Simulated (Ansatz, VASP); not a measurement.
**One calculation of Mg, two programs**

```
Mg
1.0
     0.00000    2.25912    2.25912
     2.25912    0.00000    2.25912
     2.25912    2.25912    0.00000
Mg
1
Direct
  0.00000 0.00000 0.00000
```

Change from the starting cell: volume scaled by 1.02, crystal datasets.

Alike in both runs: task electric field gradients; functional LDA; k mesh 16 × 16 × 16; occupations fermi-dirac, width 0.03 eV; no spin polarisation.

|  | VASP | Ansatz |
| --- | --- | --- |
| version | VASP 6.6.1 | Ansatz 0.2.0 |
| potentials or method | VASP PAW LDA potentials, release 64 (Mg), cutoff 520 eV | all-electron PAW with datasets made for the crystal, scalar-relativistic |

VASP gave:

```
pressure (GPa) : -2.3
```

Task: What did Ansatz give for the same quantities?

Result: Pressure (GPa): -2.0.

LDA's correlation is that of Perdew and Zunger in VASP and of Perdew and Wang (1992) in Ansatz. Ansatz ran all-electron here, and VASP with PAW potentials.
